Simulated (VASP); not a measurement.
Runs of VASP 6.6.1 on Sn. The structure is that of space group I4_1/amd (No. 141), or close to it. The cells are those of the table. 

```csv
cell,further INCAR settings,gap on the mesh (eV),pressure (GPa)
"a = 4.592, b = 4.592, c = 4.728 Å, angles 59.0, 59.0, 62.0°, 2 atoms",ALGO = Fast; EDIFF = 1e-07; NBANDS = 21,none,-0.3
"a = 4.626, b = 4.626, c = 4.728 Å, angles 59.3, 59.3, 61.5°, 2 atoms",ALGO = Fast; EDIFF = 1e-06; NBANDS = 21,none,(a)
"a = 4.590, b = 4.590, c = 4.659 Å, angles 59.5, 59.5, 61.0°, 2 atoms",ALGO = Fast; EDIFF = 1e-06; NBANDS = 21,none,0.3
"a = 4.659, b = 4.659, c = 4.728 Å, angles 59.5, 59.5, 61.0°, 2 atoms",ALGO = Fast; EDIFF = 1e-07; NBANDS = 21,none,-1.4
```

Alike in all rows: task single point; level PBEsol; potentials or basis VASP PAW PBE potentials, release 64 (Sn_d); no spin polarisation; k mesh 12 × 12 × 12; cutoff (eV) 520; smearing gaussian 0.15 eV.

Q: Estimate the missing entries.

A: (a) -1.0.

Caveats: the PAW data sets were made with another functional, which shifts forces and pressure a little; spin-orbit coupling is left out, which moves the levels of the heavy elements.

A k mesh can miss the band edges, and the runs leave out spin-orbit coupling on Sn.

A gap of «none» marks levels without a gap at the run's occupations.
